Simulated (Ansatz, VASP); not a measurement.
# One calculation of AlRu, two programs

```xyz
2
Lattice="2.9764 0.0000 0.0000 0.0000 2.9764 0.0000 0.0000 0.0000 2.9764" Properties=species:S:1:pos:R:3 pbc="T T T"
Al    0.0000    0.0000    0.0000
Ru    1.4882    1.4882    1.4882
```

Alike in both runs: functional PBEsol; k mesh 14 × 14 × 14; occupations gaussian, width 0.1 eV; no spin polarisation.

Ansatz relaxed the structure, and its values are those at the end. VASP's run is a single point on that final structure, the one shown.

|  | VASP | Ansatz |
| --- | --- | --- |
| version | VASP 6.6.1 | Ansatz 0.2.0 |
| potentials or method | VASP PAW PBE potentials, release 64 (Al, Ru_pv), cutoff 500 eV | scalar-relativistic, plane waves, PAW |
| valence electrons in the cell | 17 | 19 |

|  | VASP | Ansatz | Ansatz less VASP |
| --- | --- | --- | --- |
| gap on the k mesh at the Fermi level (eV) | none | none | - |
| pressure (GPa) | 0.1 | 0.0 | -0.09 |

VASP's potentials were made for PBE, not for PBEsol. A gap of «none» marks a metal or a gap that the smearing closes. VASP's potentials hold 17 valence electrons a cell and Ansatz's 19, so a difference there can come from the potentials and not from the codes.
